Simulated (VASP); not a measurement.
Input of a VASP 6.6.1 run:

Contents of INCAR:

```
SYSTEM = InSe
PREC = Accurate ; ENCUT = 520
EDIFF = 1E-7 ; ISMEAR = 0
SIGMA = 0.02 ; LREAL = .False.
LASPH = .True. ; NELM = 60
ALGO = Normal ; ISIF = 2
LWAVE = .False. ; LCHARG = .False.
GGA = PS ; NBANDS = 27
```

The input KPOINTS:

```
Automatic mesh
0
Gamma
  12 12 12
  0 0 0
```

POSCAR

```
InSe
1.0
    2.0090849211      1.1599457200      8.6425130271
   -2.0090849211      1.1599457200      8.6425130271
    0.0000000000     -2.3198914401      8.6425130271
In Se
2 2
Direct
    0.0020138582      0.0020138582      0.0020138582
    0.1093181250      0.1093181250      0.1093181250
    0.6195150461      0.6195150461      0.6195150461
    0.8251529706      0.8251529706      0.8251529706
```

Potentials or basis: VASP PAW PBE potentials, release 64 (In_d, Se).

Launch:

```sh
$ cat potpaw_PBE.64/In_d/POTCAR potpaw_PBE.64/Se/POTCAR > POTCAR
$ mpirun -np 1 vasp_std > vasp.out
```

Q: Estimate the largest force.

A: 0.020 eV/Å.

Q: Predict the pressure.

A: -0.3 GPa.

Q: Predict the band gap on the k mesh.

A: 0.48 eV.

Forces in eV/Å, atoms in the order of the input:
```
In   0.000  0.000  0.020
In   0.000  0.000 -0.019
Se   0.000  0.000 -0.020
Se   0.000  0.000  0.019
```

Caveat: the PAW data sets were made with another functional, which shifts forces and pressure a little; spin-orbit coupling is left out, which moves the levels of the heavy elements. A k mesh can miss the band edges.
